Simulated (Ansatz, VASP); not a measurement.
**CdSe: VASP beside Ansatz**

```
CELL_PARAMETERS angstrom
4.34609 0.00000 0.00000
-2.17304 3.76382 0.00000
0.00000 0.00000 7.08984
ATOMIC_POSITIONS crystal
Cd 0.66667 0.33333 0.49995
Cd 0.33333 0.66667 0.99995
Se 0.66667 0.33333 0.87591
Se 0.33333 0.66667 0.37591
```

Alike in both runs: task single point; functional LDA; k mesh 7 × 7 × 4; occupations fermi-dirac, width 0.05 eV; no spin polarisation.

|  | VASP | Ansatz |
| --- | --- | --- |
| version | VASP 6.6.1 | Ansatz 0.2.0 |
| potentials or method | VASP PAW LDA potentials, release 64 (Cd, Se), cutoff 520 eV | all-electron LAPW, scalar-relativistic |

Ansatz gave:

* gap on the k mesh at the Fermi level (eV): 0.32
* least direct gap on the mesh (eV): 0.32

Task: Which values does VASP return?

Result: gap on the k mesh at the Fermi level (eV): 0.35; least direct gap on the mesh (eV): 0.35.

LDA's correlation is that of Perdew and Zunger in VASP and of Perdew and Wang (1992) in Ansatz. Ansatz ran all-electron here, and VASP with PAW potentials.
